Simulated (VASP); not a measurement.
# Au (P6_3/mmc) in VASP: further runs

The runs below take Au through single point, with PBEsol.

Everything below comes from runs of VASP 6.6.1. Logs are shortened: lines on timing, memory, paths and dates and some standing lists are left out, and cuts for length are marked.

### Step 1. The cell of the first run

Symmetry: P6_3/mmc, No. 194, hexagonal system. Conventional cell: a = 3.025 Å, b = 3.025 Å, c = 4.299 Å, α = 90.00°, β = 90.00°, γ = 120.00°. Au (site symmetry -6m2) has 12 Au at 2.77 to 3.02 Å within 3.7 Å.

### Step 2. Single point, PBEsol

Input file INCAR:

```
PREC     = Accurate       # precision mode
ENCUT    = 520            # plane-wave cutoff, eV
EDIFF    = 1E-6           # SCF threshold, eV
ISMEAR   = 0              # smearing method
SIGMA    = 0.15           # smearing width, eV
LREAL    = False          # projectors in reciprocal space
LASPH    = True           # aspherical terms in the spheres
NELM     = 60             # most SCF steps
ALGO     = Fast           # electronic algorithm
ISIF     = 2              # what is computed and relaxed
LWAVE    = False          # write WAVECAR
LCHARG   = True           # write CHGCAR
GGA      = PS             # functional
LELF     = True           # ELF
LVHAR    = True         
NBANDS   = 18             # bands
```

Input file KPOINTS:

```
Automatic mesh
0
Gamma
  24 24 14
```

Input file POSCAR:

```
Au
1.0
    3.0246872089      0.0000000000      0.0000000000
   -1.5123436044      2.6194559614      0.0000000000
    0.0000000000      0.0000000000      4.2986676179
Au
2
Direct
    0.3333333333      0.6666666667      0.7500000000
    0.6666666667      0.3333333333      0.2500000000
```

Potentials or basis: VASP PAW PBE potentials, release 64 (Au).

Command:

```sh
$ cat potpaw_PBE.64/Au/POTCAR > POTCAR
$ mpirun -np 1 vasp_std > vasp.out
```

OUTCAR:

```text
PREC = Accurate
   ENCUT = 520
   EDIFF = 1E-6
   ISMEAR = 0
   LREAL = False
   LASPH = True
   NELM = 60
   ISIF = 2
   GGA = PS

 ion  position               nearest neighbor table
   1  0.333  0.667  0.750-   2 2.77   2 2.77   2 2.77   2 2.77   2 2.77   2 2.77
   2  0.667  0.333  0.250-   1 2.77   1 2.77   1 2.77   1 2.77   1 2.77   1 2.77

  LATTYP: Found a hexagonal cell.
 ALAT       =     3.0246872089
 C/A-ratio  =     1.4211941007

  Lattice vectors:

 A1 = (   3.0246872089,   0.0000000000,   0.0000000000)
 A2 = (  -1.5123436044,   2.6194559614,   0.0000000000)
 A3 = (   0.0000000000,   0.0000000000,   4.2986676179)

Analysis of symmetry for initial positions (statically):
=====================================================================
 Subroutine PRICEL returns:
 Original cell was already a primitive cell.

 Routine SETGRP: Setting up the symmetry group for a
 hexagonal supercell.

 Subroutine GETGRP returns: Found 24 space group operations
 (whereof 12 operations were pure point group operations)
 out of a pool of 24 trial point group operations.

The static configuration has the point symmetry D_3d.
 The point group associated with its full space group is D_6h.

Analysis of symmetry for dynamics (positions and initial velocities):
=====================================================================
 Subroutine PRICEL returns:
 Original cell was already a primitive cell.

 Routine SETGRP: Setting up the symmetry group for a
 hexagonal supercell.

 Subroutine GETGRP returns: Found 24 space group operations
 (whereof 12 operations were pure point group operations)
 out of a pool of 24 trial point group operations.

The dynamic configuration has the point symmetry D_3d.
 The point group associated with its full space group is D_6h.

 Subroutine INISYM returns: Found 24 space group operations
 (whereof 12 operations are pure point group operations),
 and found     1 'primitive' translations

----------------------------------------------------------------------------------------

                                     Primitive cell

  volume of cell :      34.0585

  direct lattice vectors                    reciprocal lattice vectors
[... 77 lines left out ...]
 SYSTEM =  unknown system
   PREC   = accura    normal or accurate (medium, high low for compatibility)
   ISTART =      0    job   : 0-new  1-cont  2-samecut
   ICHARG =      2    charge: 1-file 2-atom 10-const
   ISPIN  =      1    spin polarized calculation?
   LNONCOLLINEAR =      F non collinear calculations
   LSORBIT =      F    spin-orbit coupling
   LASPH  =      T    aspherical Exc in radial PAW
   ENCUT  =  520.0 eV  38.22 Ry    6.18 a.u.   5.62  5.62  7.99*2*pi/ulx,y,z
   NELM   =     60;   NELMIN=  2; NELMDL= -5     # of ELM steps
   EDIFF  = 0.1E-05   stopping-criterion for ELM
   LREAL  =      F    real-space projection
   EDIFFG = 0.1E-04   stopping-criterion for IOM
   NSW    =      0    number of steps for IOM
   IBRION =     -1    ionic relax: 0-MD 1-quasi-New 2-CG
   NFREE  =      0    steps in history (QN), initial steepest desc. (CG)
   ISIF   =      2    stress and relaxation
   ISYM   =      2    0-nonsym 1-usesym 2-fastsym
   POTIM  = 0.5000    time-step for ionic-motion
   TEBEG  =    0.0;   TEEND  =   0.0 temperature during run
   PSTRESS=    0.0 pullay stress
   NELECT =      22.0000    total number of electrons
   NUPDOWN=      -1.0000    fix difference up-down
   EMIN   =  10.00;   EMAX   =-10.00  energy-range for DOS
   EFERMI =   0.00;   METHOD = LEGACY
   ISMEAR =     0;   SIGMA  =   0.15  broadening in eV -4-tet -1-fermi 0-gaus
   EFERMI_NEDOS =   21; number of points for ismear=-14 and -15
   IALGO  =     68    algorithm
   IMIX   =      4    mixing-type and parameters
     AMIX     =   0.40;   BMIX     =  1.00
     AMIX_MAG =   1.60;   BMIX_MAG =  1.00
  volume/ion in A,a.u.               =      17.03       114.92
  Fermi-wavevector in a.u.,A,eV,Ry     =   1.415166  2.674275 27.248299  2.002694
  Thomas-Fermi vector in A             =   2.536632
   LORBIT       =      0    0 simple, 1 ext, 2 COOP (PROOUT), +10 PAW based schemes
   GGA     = PS    functional components
   LHFCALC =     F    Hartree Fock is set to
   AEXX    =    0.0000 exact exchange contribution
   IVDW    =     0    specifies the selected vdW correction
   LEPSILON=     F    determine dielectric tensor
   LRPA    =     F    only Hartree local field effects (RPA)
 non-spin polarized calculation
 RMM-DIIS sequential band-by-band and
 Gauss-broadening in eV      SIGMA  =   0.15
  energy-cutoff  :      520.00
  volume of cell :       34.06
 maximum number of plane-waves:       940
 NGX is ok and might be reduce to    24

 number of electron      22.0000003 magnetization

 Free energy of the ion-electron system (eV)
  ---------------------------------------------------
  ext. energy  EPLUGINS =         0.00000000
  ---------------------------------------------------
  free energy    TOTEN  =        -7.67008509 eV

  energy without entropy =       -7.66397393  energy(sigma->0) =       -7.66702951

 E-fermi :   9.1903     XC(G=0): -12.8716

 val. band max:        9.1871445485   @ k =   0.3750   0.0833   0.5000
 cond. band min:       9.1944686862   @ k =   0.4167   0.1250   0.1429
 fundamental gap:      0.0073241377
 Fermi energy:         9.1902533687

 k-point     1 :       0.0000    0.0000    0.0000
  band No.  band energies     occupation
      1      -0.6519      2.00000
      2       2.1612      2.00000
      3       4.6876      2.00000
      4       4.6876      2.00000
      5       4.8738      2.00000
      6       4.8738      2.00000
[... 481 lines left out ...]
      5       5.0805      2.00000
      6       5.3761      2.00000
[... 10 lines left out ...]
     17      22.0090      0.00000
     18      24.0068      0.00000

 [... further k-points ...]
[... 5 lines left out ...]
  --------------------------------------------------------------------------------------
  -------------------------------------------------------------------------------------
  Total       -0.0919482     -0.0919482      2.6766089     -0.0000000      0.0000000      0.0000000
  in kB       -4.3254224     -4.3254224    125.9128510     -0.0000000      0.0000000      0.0000000
  external PRESSURE =      39.0873354 kB  Pullay stress =       0.0000000 kB

 VOLUME and BASIS-vectors are now :
 -----------------------------------------------------------------------------
  energy-cutoff  :      520.00
  volume of cell :       34.06
      direct lattice vectors                 reciprocal lattice vectors
     3.024687209  0.000000000  0.000000000     0.330612698  0.190879330  0.000000000
    -1.512343604  2.619455961  0.000000000     0.000000000  0.381758661  0.000000000
     0.000000000  0.000000000  4.298667618     0.000000000  0.000000000  0.232630221

 POSITION                                       TOTAL-FORCE (eV/Angst)
 -----------------------------------------------------------------------------------
     -0.00000      1.74630      3.22400        -0.000000     -0.000000      0.000000
      1.51234      0.87315      1.07467         0.000000      0.000000      0.000000
 -----------------------------------------------------------------------------------
    total drift:                               -0.000000      0.000000     -0.000000

  FREE ENERGIE OF THE ION-ELECTRON SYSTEM (eV)
  ---------------------------------------------------
  free  energy   TOTEN  =        -7.6700850945 eV

  energy  without entropy=       -7.6639739334  energy(sigma->0) =       -7.66702951
```

Wall time 2.1 min (1 thread of AMD EPYC 7R13, shared host); peak memory 0.35 GiB.

Results:

* Free energy: -7.6701 eV
* Pressure: 3.9 GPa
* Band gap on the k mesh: zero (band 11 reaches 13.09 eV, above the bottom of band 12 at 6.79 eV)

Stress tensor (GPa, compression positive):
```
-0.43  0.00  0.00
 0.00 -0.43  0.00
 0.00  0.00 12.59
```

Caveat: the PAW data sets were made with another functional, which shifts forces and pressure a little; spin-orbit coupling is left out, which moves the levels of the heavy elements.

### Step 3. Single point, PBEsol

This run uses another cell than the first one, of the same volume but with other edges.

INCAR, as its differences from that of step 2:

```diff
@@ -2,3 +2,3 @@
 ENCUT    = 520            # plane-wave cutoff, eV
-EDIFF    = 1E-6           # SCF threshold, eV
+EDIFF    = 1E-7           # SCF threshold, eV
 ISMEAR   = 0              # smearing method
@@ -11,6 +11,4 @@
 LWAVE    = False          # write WAVECAR
-LCHARG   = True           # write CHGCAR
+LCHARG   = False          # write CHGCAR
 GGA      = PS             # functional
-LELF     = True           # ELF
-LVHAR    = True         
 NBANDS   = 18             # bands
```

KPOINTS is that of step 2.

Input file POSCAR:

```
Au
1.0
    2.6962471329      0.0000000000      0.0000000000
   -1.3481235664      2.3350185119      0.0000000000
    0.0000000000      0.0000000000      5.4097277922
Au
2
Direct
    0.3333333333      0.6666666667      0.7500000000
    0.6666666667      0.3333333333      0.2500000000
```

Potentials or basis: VASP PAW PBE potentials, release 64 (Au).

Command:

```sh
$ cat potpaw_PBE.64/Au/POTCAR > POTCAR
$ mpirun -np 1 vasp_std > vasp.out
```

OUTCAR:

```text
PREC = Accurate
   ENCUT = 520
   EDIFF = 1E-7
   ISMEAR = 0
   LREAL = False
   LASPH = True
   NELM = 60
   ISIF = 2
   GGA = PS

 ion  position               nearest neighbor table
   1  0.333  0.667  0.750-   2 3.12   2 3.12   2 3.12   2 3.12   2 3.12   2 3.12
   2  0.667  0.333  0.250-   1 3.12   1 3.12   1 3.12   1 3.12   1 3.12   1 3.12

  LATTYP: Found a hexagonal cell.
 ALAT       =     2.6962471329
 C/A-ratio  =     2.0063916717

  Lattice vectors:

 A1 = (   2.6962471329,   0.0000000000,   0.0000000000)
 A2 = (  -1.3481235664,   2.3350185119,   0.0000000000)
 A3 = (   0.0000000000,   0.0000000000,   5.4097277922)

Analysis of symmetry for initial positions (statically):
=====================================================================
 Subroutine PRICEL returns:
 Original cell was already a primitive cell.

 Routine SETGRP: Setting up the symmetry group for a
 hexagonal supercell.

 Subroutine GETGRP returns: Found 24 space group operations
[... 157 lines left out ...]
   NGX =  9   NGY =  9   NGZ = 21

 number of electron      21.9999999 magnetization

 Free energy of the ion-electron system (eV)
  ---------------------------------------------------
  ext. energy  EPLUGINS =         0.00000000
  ---------------------------------------------------
  free energy    TOTEN  =        -7.57074946 eV

  energy without entropy =       -7.56308347  energy(sigma->0) =       -7.56691646

 E-fermi :   9.2678     XC(G=0): -12.8439

 val. band max:        9.2670243296   @ k =   0.2917   0.1667   0.1429
 cond. band min:       9.2852459338   @ k =   0.1667  -0.0000   0.0714
 fundamental gap:      0.0182216042
 Fermi energy:         9.2677845933

 k-point     1 :       0.0000    0.0000    0.0000
  band No.  band energies     occupation
      1      -0.7460      2.00000
      2       0.9838      2.00000
      3       3.4891      2.00000
      4       4.4867      2.00000
      5       4.4867      2.00000
      6       4.6216      2.00000
[... 481 lines left out ...]
      5       5.0427      2.00000
      6       5.5257      2.00000
[... 10 lines left out ...]
     17      21.6893      0.00000
     18      24.9104      0.00000

 [... further k-points ...]
[... 5 lines left out ...]
  --------------------------------------------------------------------------------------
  -------------------------------------------------------------------------------------
  Total        3.4554116      3.4554116     -1.2752471      0.0000000      0.0000000      0.0000000
  in kB      162.5492364    162.5492364    -59.9900882      0.0000000      0.0000000      0.0000000
  external PRESSURE =      88.3694615 kB  Pullay stress =       0.0000000 kB

 VOLUME and BASIS-vectors are now :
 -----------------------------------------------------------------------------
  energy-cutoff  :      520.00
  volume of cell :       34.06
      direct lattice vectors                 reciprocal lattice vectors
     2.696247133  0.000000000  0.000000000     0.370885883  0.214131065  0.000000000
    -1.348123566  2.335018512  0.000000000     0.000000000  0.428262129  0.000000000
     0.000000000  0.000000000  5.409727792     0.000000000  0.000000000  0.184852185

 POSITION                                       TOTAL-FORCE (eV/Angst)
 -----------------------------------------------------------------------------------
     -0.00000      1.55668      4.05730         0.000000     -0.000000      0.000000
      1.34812      0.77834      1.35243        -0.000000      0.000000      0.000000
 -----------------------------------------------------------------------------------
    total drift:                                0.000000     -0.000000      0.000000

  FREE ENERGIE OF THE ION-ELECTRON SYSTEM (eV)
  ---------------------------------------------------
  free  energy   TOTEN  =        -7.5707494558 eV

  energy  without entropy=       -7.5630834719  energy(sigma->0) =       -7.56691646
```

OSZICAR:

```text
N       E                     dE             d eps       ncg     rms          rms(c)
DAV:   1     0.123725935886E+03    0.12373E+03   -0.11748E+04 17608   0.119E+03
DAV:   2    -0.615601858873E+01   -0.12988E+03   -0.12391E+03 18560   0.264E+02
DAV:   3    -0.828649979199E+01   -0.21305E+01   -0.21196E+01 20836   0.342E+01
DAV:   4    -0.829595789780E+01   -0.94581E-02   -0.94568E-02 19348   0.237E+00
DAV:   5    -0.829604597360E+01   -0.88076E-04   -0.88075E-04 19728   0.243E-01    0.148E+01
RMM:   6    -0.762311260000E+01    0.67293E+00   -0.11438E+00 17581   0.797E+00    0.920E+00
RMM:   7    -0.757782972294E+01    0.45283E-01   -0.15696E-01 18316   0.313E+00    0.362E+00
RMM:   8    -0.757078763228E+01    0.70421E-02   -0.22443E-02 18376   0.117E+00    0.537E-01
RMM:   9    -0.757074890237E+01    0.38730E-04   -0.11915E-03 19459   0.258E-01    0.190E-01
RMM:  10    -0.757075396975E+01   -0.50674E-05   -0.19685E-04 19461   0.946E-02    0.156E-01
RMM:  11    -0.757074942486E+01    0.45449E-05   -0.40144E-05 19245   0.404E-02    0.191E-02
RMM:  12    -0.757074968829E+01   -0.26344E-06   -0.55089E-06 19380   0.147E-02    0.147E-02
RMM:  13    -0.757074937843E+01    0.30987E-06   -0.14358E-06 17763   0.762E-03    0.404E-03
RMM:  14    -0.757074952095E+01   -0.14252E-06   -0.25068E-07 13888   0.294E-03    0.186E-03
RMM:  15    -0.757074945582E+01    0.65131E-07   -0.64945E-08 10983   0.156E-03
   1 F= -.75707495E+01 E0= -.75669165E+01  d E =-.766598E-02
```

Run time: 2.1 min. Hardware: 1 thread of AMD EPYC 7R13, shared host; peak memory 0.35 GiB.

Results:

- Free energy: -7.5707 eV
- Pressure: 8.8 GPa
- Band gap on the k mesh: zero (band 11 reaches 14.19 eV, above the bottom of band 12 at 6.74 eV)

Caveat: the PAW data sets were made with another functional, which shifts forces and pressure a little; spin-orbit coupling is left out, which moves the levels of the heavy elements.
